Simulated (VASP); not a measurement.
**KF (Carobbiite): single point with HSE06**

The system is KF (Carobbiite).

```
CELL_PARAMETERS angstrom
0.00000 2.65896 2.65896
2.65896 0.00000 2.65896
2.65896 2.65896 0.00000
ATOMIC_POSITIONS crystal
K 0.00000 0.00000 0.00000
F 0.50000 0.50000 0.50000
```

```
Program                            : VASP 6.6.1
Task                               : single point
Functional                         : HSE06
Potentials or basis                : VASP PAW PBE potentials, release 64 (K_sv, F)
Cutoff                             : 520 eV
k mesh                             : 4 × 4 × 4
Occupations                        : gaussian, width 0.01 eV
Spin                               : no spin polarisation
Dipole correction                  : no
Grid for exact exchange (PRECFOCK) : Normal
Further INCAR settings             : ALGO = Normal; EDIFF = 1e-07; NBANDS = 15
Screening parameter                : 0.2079 1/Å
```

| Quantity | Value |
| --- | --- |
| Pressure | 1.1 GPa |
| Band gap on the k mesh | 8.24 eV, direct |

Levels at points of the mesh, in eV from the valence-band top:
```tsv
k point	band 4	band 5	band 6	band 7	band 8	band 9	band 10	band 11	band 12	band 13
(0.00, 0.00, 0.00)	-9.48	-9.48	0.00	0.00	0.00	8.24	13.06	13.06	13.06	14.91
(0.50, 0.00, 0.00)	-9.51	-9.51	-0.80	-0.36	-0.36	11.27	12.78	14.62	14.62	17.11
(0.50, 0.50, 0.00)	-9.71	-9.71	-0.19	-0.05	-0.05	10.33	12.71	14.05	16.33	17.01
```

Wall time 5.1 min on 1 thread of Intel(R) Xeon(R) Platinum 8259CL CPU @ 2.50GHz (Skylake/Cascade Lake), with other jobs on the host, peak memory 0.27 GiB.

Caveat: the k points lie up to 0.51 Å⁻¹ apart; the PAW data sets were made with another functional, which shifts forces and pressure a little.
